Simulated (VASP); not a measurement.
# RbBr (P4/mmm) in VASP: a series of runs, part 2 of 2

VASP 6.6.1.

### 4 Single point, r2SCAN (uniaxial strain along a: -3.0 %)

Input file POSCAR:

```
RbBr
1.0
    4.0022949810      0.0000000000      0.0000000000
    0.0000000000      4.1570228798      0.0000000000
    0.0000000000      0.0000000000      4.1570228798
Rb Br
1 1
Direct
    0.0000000000      0.0000000000      0.0000000000
    0.5000000000      0.5000000000      0.5000000000
```

Input file INCAR.step1:

```
SYSTEM = RbBr
PREC = Accurate ; ENCUT = 520
ISMEAR = 0 ; SIGMA = 0.02
LREAL = .False. ; LASPH = .True.
NELM = 80 ; NBANDS = 15
GGA = PE ; ALGO = Normal
EDIFF = 1E-4 ; LWAVE = .True.
LCHARG = .False.
```

Input file INCAR.step2:

```
SYSTEM = RbBr
PREC = Accurate ; ENCUT = 520
EDIFF = 1E-6 ; ISMEAR = 0
SIGMA = 0.02 ; LREAL = .False.
LASPH = .True. ; NELM = 80
ALGO = Normal ; ISIF = 2
LWAVE = .False. ; LCHARG = .False.
METAGGA = R2SCAN ; LMIXTAU = .True.
NBANDS = 15 ; ISTART = 1
```

Input file KPOINTS:

```
regular mesh
0
Gamma
  6 6 6
  0 0 0
```

Potentials or basis: VASP PAW PBE potentials, release 64 (Rb_sv, Br).

Command:

```sh
$ cat potpaw_PBE.64/Rb_sv/POTCAR potpaw_PBE.64/Br/POTCAR > POTCAR
$ cp INCAR.step1 INCAR
$ mpirun -np 1 vasp_std > vasp.out
$ cp INCAR.step2 INCAR
$ mpirun -np 1 vasp_std > vasp.out
```

OUTCAR:

```text
SYSTEM = RbBr
   PREC = Accurate
   ENCUT = 520
   EDIFF = 1E-6
   ISMEAR = 0
   LREAL = .False.
   LASPH = .True.
   NELM = 80
   ISIF = 2
   METAGGA = R2SCAN
   ISTART = 1

 ion  position               nearest neighbor table
   1  0.000  0.000  0.000-   2 3.56   2 3.56   2 3.56   2 3.56   2 3.56   2 3.56   2 3.56   2 3.56

   2  0.500  0.500  0.500-   1 3.56   1 3.56   1 3.56   1 3.56   1 3.56   1 3.56   1 3.56   1 3.56

  LATTYP: Found a simple tetragonal cell.
 ALAT       =     4.1570228798
 C/A-ratio  =     0.9627791563

  Lattice vectors:

 A1 = (   0.0000000000,   4.1570228798,   0.0000000000)
 A2 = (   0.0000000000,   0.0000000000,   4.1570228798)
 A3 = (   4.0022949810,   0.0000000000,   0.0000000000)

Analysis of symmetry for initial positions (statically):
=====================================================================
 Subroutine PRICEL returns:
 Original cell was already a primitive cell.

 Routine SETGRP: Setting up the symmetry group for a
 simple tetragonal supercell.

 Subroutine GETGRP returns: Found 16 space group operations
 (whereof 16 operations were pure point group operations)
 out of a pool of 16 trial point group operations.

The static configuration has the point symmetry D_4h.

Analysis of symmetry for dynamics (positions and initial velocities):
=====================================================================
 Subroutine PRICEL returns:
 Original cell was already a primitive cell.

 Routine SETGRP: Setting up the symmetry group for a
 simple tetragonal supercell.

 Subroutine GETGRP returns: Found 16 space group operations
 (whereof 16 operations were pure point group operations)
 out of a pool of 16 trial point group operations.

The dynamic configuration has the point symmetry D_4h.

 Subroutine INISYM returns: Found 16 space group operations
 (whereof 16 operations are pure point group operations),
 and found     1 'primitive' translations

----------------------------------------------------------------------------------------

                                     Primitive cell

  volume of cell :      69.1630

  direct lattice vectors                    reciprocal lattice vectors
     4.002294981  0.000000000  0.000000000     0.249856646  0.000000000  0.000000000
     0.000000000  4.157022880  0.000000000     0.000000000  0.240556771  0.000000000
     0.000000000  0.000000000  4.157022880     0.000000000  0.000000000  0.240556771

  length of vectors
     4.002294981  4.157022880  4.157022880     0.249856646  0.240556771  0.240556771

  position of ions in fractional coordinates (direct lattice)
     0.000000000  0.000000000  0.000000000
     0.500000000  0.500000000  0.500000000

  ion indices of the primitive-cell ions
   primitive index   ion index
                 1           1
                 2           2

----------------------------------------------------------------------------------------

 KPOINTS: regular mesh

Automatic generation of k-mesh.
 Grid dimensions read from file:
 generate k-points for:    6    6    6

 Generating k-lattice:

[... 42 lines left out ...]
 [... further k-points ...]
   k-points           NKPTS =     40   k-points in BZ     NKDIM =     40   number of bands    NBANDS=     15
   number of dos      NEDOS =    301   number of ions     NIONS =      2
   total plane-waves  NPLWV =  30720
   dimension x,y,z NGX =    30 NGY =   32 NGZ =   32
   dimension x,y,z NGXF=    60 NGYF=   64 NGZF=   64
   ions per type =               1   1
   NGX,Y,Z   is equivalent  to a cutoff of  12.46, 12.80, 12.80 a.u.
   NGXF,Y,Z  is equivalent  to a cutoff of  24.92, 25.59, 25.59 a.u.
 SYSTEM =  RbBr
   PREC   = accura    normal or accurate (medium, high low for compatibility)
   ISTART =      1    job   : 0-new  1-cont  2-samecut
   ICHARG =      0    charge: 1-file 2-atom 10-const
   ISPIN  =      1    spin polarized calculation?
   LNONCOLLINEAR =      F non collinear calculations
   LSORBIT =      F    spin-orbit coupling
   LASPH  =      T    aspherical Exc in radial PAW
   ENCUT  =  520.0 eV  38.22 Ry    6.18 a.u.   7.44  7.73  7.73*2*pi/ulx,y,z
   NELM   =     80;   NELMIN=  2; NELMDL=  0     # of ELM steps
   EDIFF  = 0.1E-05   stopping-criterion for ELM
   LREAL  =      F    real-space projection
   EDIFFG = 0.1E-04   stopping-criterion for IOM
   NSW    =      0    number of steps for IOM
   IBRION =     -1    ionic relax: 0-MD 1-quasi-New 2-CG
   NFREE  =      0    steps in history (QN), initial steepest desc. (CG)
   ISIF   =      2    stress and relaxation
   ISYM   =      2    0-nonsym 1-usesym 2-fastsym
   POTIM  = 0.5000    time-step for ionic-motion
   TEBEG  =    0.0;   TEEND  =   0.0 temperature during run
   PSTRESS=    0.0 pullay stress
   NELECT =      16.0000    total number of electrons
   NUPDOWN=      -1.0000    fix difference up-down
   EMIN   =  10.00;   EMAX   =-10.00  energy-range for DOS
   EFERMI =   0.00;   METHOD = LEGACY
   ISMEAR =     0;   SIGMA  =   0.02  broadening in eV -4-tet -1-fermi 0-gaus
   EFERMI_NEDOS =   21; number of points for ismear=-14 and -15
   IALGO  =     38    algorithm
   IMIX   =      4    mixing-type and parameters
     AMIX     =   0.40;   BMIX     =  1.00
     AMIX_MAG =   1.60;   BMIX_MAG =  1.00
  volume/ion in A,a.u.               =      34.58       233.37
  Fermi-wavevector in a.u.,A,eV,Ry     =   1.004979  1.899134 13.741641  1.009982
  Thomas-Fermi vector in A             =   2.137629
   LORBIT       =      0    0 simple, 1 ext, 2 COOP (PROOUT), +10 PAW based schemes
   METAGGA = R2SCAN    functional components
   LHFCALC =     F    Hartree Fock is set to
   AEXX    =    0.0000 exact exchange contribution
   IVDW    =     0    specifies the selected vdW correction
   LEPSILON=     F    determine dielectric tensor
   LRPA    =     F    only Hartree local field effects (RPA)
 non-spin polarized calculation
 Gauss-broadening in eV      SIGMA  =   0.02
  energy-cutoff  :      520.00
  volume of cell :       69.16
 maximum number of plane-waves:      1887
 NGX is ok and might be reduce to    30
   NGX = 15   NGY = 15   NGZ = 15

 number of electron      16.0000001 magnetization

 Free energy of the ion-electron system (eV)
  ---------------------------------------------------
  ext. energy  EPLUGINS =         0.00000000
  ---------------------------------------------------
  free energy    TOTEN  =       -31.10257936 eV

  energy without entropy =      -31.10257936  energy(sigma->0) =      -31.10257936

 E-fermi :  -0.7554     XC(G=0):  -8.3971

 val. band max:       -0.8476853984   @ k =   0.0000   0.5000   0.5000
 cond. band min:       3.9028926847   @ k =   0.0000   0.0000   0.0000
 fundamental gap:      4.7505780831
 Fermi energy:        -0.7554206774

 k-point     1 :       0.0000    0.0000    0.0000
  band No.  band energies     occupation
      1     -26.8484      2.00000
      2     -14.0552      2.00000
      3     -10.2921      2.00000
      4     -10.2921      2.00000
      5     -10.2589      2.00000
      6      -1.1917      2.00000
      7      -1.1917      2.00000
      8      -0.9858      2.00000
      9       3.9029      0.00000
     10       5.0407      0.00000
     11       5.2207      0.00000
     12       9.5632      0.00000
     13       9.9084      0.00000
     14       9.9084      0.00000
[... 401 lines left out ...]
      2     -13.8516      2.00000
      3     -10.6072      2.00000
      4     -10.4687      2.00000
      5     -10.2836      2.00000
      6      -2.2771      2.00000
      7      -1.9157      2.00000
      8      -1.4037      2.00000
      9       5.8563      0.00000
     10       6.6950      0.00000
     11       7.5534      0.00000
     12       7.9843      0.00000
     13       9.4373      0.00000
     14       9.7444      0.00000
     15      11.9504      0.00000

 [... further k-points ...]

------------------------ aborting loop because EDIFF is reached ----------------------------------------

  FORCE on cell =-STRESS in cart. coord.  units (eV):
  Direction    XX          YY          ZZ          XY          YZ          ZX
  --------------------------------------------------------------------------------------
  -------------------------------------------------------------------------------------
  Total        0.4884368     -0.0295991     -0.0295991      0.0000000      0.0000000      0.0000000
  in kB       11.3147526     -0.6856696     -0.6856696      0.0000000      0.0000000      0.0000000
  external PRESSURE =       3.3144711 kB  Pullay stress =       0.0000000 kB

 VOLUME and BASIS-vectors are now :
 -----------------------------------------------------------------------------
  energy-cutoff  :      520.00
  volume of cell :       69.16
      direct lattice vectors                 reciprocal lattice vectors
     4.002294981  0.000000000  0.000000000     0.249856646  0.000000000  0.000000000
     0.000000000  4.157022880  0.000000000     0.000000000  0.240556771  0.000000000
     0.000000000  0.000000000  4.157022880     0.000000000  0.000000000  0.240556771

 POSITION                                       TOTAL-FORCE (eV/Angst)
 -----------------------------------------------------------------------------------
      0.00000      0.00000      0.00000         0.000000      0.000000      0.000000
      2.00115      2.07851      2.07851         0.000000      0.000000      0.000000
 -----------------------------------------------------------------------------------
    total drift:                                0.000000     -0.000000     -0.000000

  FREE ENERGIE OF THE ION-ELECTRON SYSTEM (eV)
  ---------------------------------------------------
  free  energy   TOTEN  =       -31.1025793603 eV

  energy  without entropy=      -31.1025793603  energy(sigma->0) =      -31.10257936
```

It took 54 s on 1 thread of Intel Xeon 6975P-C (Granite Rapids), shared host; peak memory 0.2 GiB.

Results:

```
Free energy            : -31.1026 eV
Pressure               : 0.3 GPa
Band gap on the k mesh : 4.75 eV (least direct gap 4.89 eV)
```

Stress tensor (GPa, compression positive):
```
 1.13  0.00  0.00
 0.00 -0.07  0.00
 0.00  0.00 -0.07
```

Caveat: the cell differs from its parent crystal (uniaxial strain along a: -3.0 %); the PAW data sets were made with another functional, which shifts forces and pressure a little. A k mesh can miss the band edges.

### 5 Single point, r2SCAN (uniaxial strain along a: -1.5 %, then relaxed in part)

Input file POSCAR:

```
RbBr
1.0
    4.0641861405      0.0000000000      0.0000000000
    0.0000000000      4.1415500899      0.0000000000
    0.0000000000      0.0000000000      4.1415500899
Rb Br
1 1
Direct
    0.0000000000      0.0000000000      0.0000000000
    0.5000000000      0.5000000000      0.5000000000
```

Input file INCAR.step1:

```
SYSTEM = RbBr
ALGO     = Normal         ! electronic algorithm
EDIFF    = 1E-4           ! SCF threshold, eV
ENCUT    = 520            ! plane-wave cutoff, eV
GGA      = PE             ! functional
ISMEAR   = 0              ! smearing method
LASPH    = .TRUE.         ! aspherical terms in the spheres
LCHARG   = .FALSE.        ! write CHGCAR
LREAL    = .FALSE.        ! projectors in reciprocal space
LWAVE    = .TRUE.         ! write WAVECAR
NBANDS   = 15             ! bands
NELM     = 80             ! most SCF steps
PREC     = Accurate       ! precision mode
SIGMA    = 0.02           ! smearing width, eV
```

Input file INCAR.step2:

```
SYSTEM = RbBr
ALGO     = Normal         ! electronic algorithm
EDIFF    = 1E-7           ! SCF threshold, eV
ENCUT    = 520            ! plane-wave cutoff, eV
ISIF     = 2              ! what is computed and relaxed
ISMEAR   = 0              ! smearing method
ISTART   = 1            
LASPH    = .TRUE.         ! aspherical terms in the spheres
LCHARG   = .TRUE.         ! write CHGCAR
LELF     = .TRUE.         ! ELF
LMIXTAU  = .TRUE.       
LREAL    = .FALSE.        ! projectors in reciprocal space
LVHAR    = .TRUE.       
LWAVE    = .FALSE.        ! write WAVECAR
METAGGA  = R2SCAN         ! meta-GGA
NBANDS   = 15             ! bands
NELM     = 80             ! most SCF steps
PREC     = Accurate       ! precision mode
SIGMA    = 0.02           ! smearing width, eV
```

Input file KPOINTS:

```
k-points
0
G
  6 6 6
  0 0 0
```

Command:

```sh
$ cat potpaw_PBE.64/Rb_sv/POTCAR potpaw_PBE.64/Br/POTCAR > POTCAR
$ cp INCAR.step1 INCAR
$ mpirun -np 1 vasp_std > vasp.out
$ cp INCAR.step2 INCAR
$ mpirun -np 1 vasp_std > vasp.out
```

It took 58 s on 1 thread of Intel Xeon 6975P-C (Granite Rapids), shared host; peak memory 0.2 GiB.

The run converged. Its results:

```yaml
Free_energy: -31.1084 eV
Pressure: 0.2 GPa
Band_gap_on_the_k_mesh: 4.80 eV (least direct gap 4.94 eV)
```

Stress tensor (GPa, compression positive):
```
 0.57  0.00  0.00
 0.00 -0.01  0.00
 0.00  0.00 -0.01
```

Levels at points of the mesh, in eV from the valence-band top:
```tsv
k point	band 6	band 7	band 8	band 9	band 10	band 11
(0.00, 0.00, 0.00)	-0.25	-0.25	-0.15	4.80	6.01	6.09
(0.50, 0.00, 0.00)	-1.79	-0.31	-0.31	7.43	7.81	8.43
(0.00, 0.50, 0.00)	-1.78	-0.33	-0.21	7.38	7.78	8.31
(0.50, 0.50, 0.00)	-1.16	-1.11	-0.09	5.89	6.81	8.52
(0.00, 0.50, 0.50)	-1.13	-1.13	0.00	5.85	6.96	8.74
(0.50, 0.50, 0.50)	-1.44	-1.41	-1.41	8.81	8.81	8.91
```

Caveat: the cell differs from its parent crystal (uniaxial strain along a: -1.5 %, then relaxed in part); the PAW data sets were made with another functional, which shifts forces and pressure a little. A k mesh can miss the band edges.

### 6 Single point, r2SCAN

This run uses another cell than the first one, of 34.86 Å³/atom.

POSCAR is that of step 5.

Input file INCAR.step1:

```
PREC = Accurate
ENCUT = 520
ISMEAR = 0
SIGMA = 0.02
LREAL = F
LASPH = T
NELM = 100
NBANDS = 15
GGA = PE
ALGO = Normal
EDIFF = 1E-4
LWAVE = T
LCHARG = F
```

Input file INCAR.step2:

```
PREC = Accurate
ENCUT = 520
EDIFF = 1E-6
ISMEAR = 0
SIGMA = 0.02
LREAL = F
LASPH = T
NELM = 100
ALGO = Normal
ISIF = 2
LWAVE = F
LCHARG = F
METAGGA = R2SCAN
LMIXTAU = T
NBANDS = 15
ISTART = 1
```

Input file KPOINTS:

```
regular mesh
0
Gamma
  6 6 6
```

Potentials or basis: VASP PAW PBE potentials, release 64 (Rb_sv, Br).

Command:

```sh
$ cat potpaw_PBE.64/Rb_sv/POTCAR potpaw_PBE.64/Br/POTCAR > POTCAR
$ cp INCAR.step1 INCAR
$ mpirun -np 1 vasp_std > vasp.out
$ cp INCAR.step2 INCAR
$ mpirun -np 1 vasp_std > vasp.out
```

It took 54 s on 1 thread of Intel Xeon 6975P-C (Granite Rapids), shared host; peak memory 0.2 GiB.

Results (log left out):

* Free energy: -31.1084 eV
* Pressure: 0.2 GPa
* Band gap on the k mesh: 4.80 eV (least direct gap 4.94 eV)

Stress tensor (GPa, compression positive):
```
 0.58  0.00  0.00
 0.00 -0.01  0.00
 0.00  0.00 -0.01
```

Levels at points of the mesh, in eV from the valence-band top:
```csv
k point,band 4,band 5,band 6,band 7,band 8,band 9,band 10,band 11,band 12,band 13
"(0.00, 0.00, 0.00)",-9.38,-9.36,-0.25,-0.25,-0.15,4.80,6.01,6.09,10.57,10.74
"(0.50, 0.00, 0.00)",-9.32,-9.32,-1.79,-0.31,-0.31,7.43,7.81,8.43,9.28,10.52
"(0.00, 0.50, 0.00)",-9.33,-9.32,-1.78,-0.33,-0.21,7.38,7.78,8.31,9.32,10.66
"(0.50, 0.50, 0.00)",-9.67,-9.29,-1.16,-1.11,-0.09,5.89,6.81,8.52,8.59,11.61
"(0.00, 0.50, 0.50)",-9.68,-9.29,-1.13,-1.13,0.00,5.85,6.96,8.74,8.74,11.57
"(0.50, 0.50, 0.50)",-9.59,-9.59,-1.44,-1.41,-1.41,8.81,8.81,8.91,10.07,10.07
```

Caveat: the PAW data sets were made with another functional, which shifts forces and pressure a little.

### 7 Overview

| cell | gap on the mesh (eV) | pressure (GPa) |
| --- | --- | --- |
| a = 3.940, b = 4.160, c = 4.160 Å, 2 atoms | 4.73 | 0.6 |
| a = 4.002, b = 4.149, c = 4.149 Å, 2 atoms | 4.77 | 0.4 |
| a = 4.002, b = 4.157, c = 4.157 Å, 2 atoms | 4.75 | 0.3 |
| a = 4.064, b = 4.142, c = 4.142 Å, 2 atoms | 4.80 | 0.2 |

Alike in all rows: task single point; level r2SCAN; potentials or basis VASP PAW PBE potentials, release 64 (Rb_sv, Br); no spin polarisation; k mesh 6 × 6 × 6; cutoff (eV) 520; smearing gaussian 0.02 eV.

Caveats: the PAW data sets were made with another functional, which shifts forces and pressure a little.

Absolute energies hang on the potentials; compare differences alone.
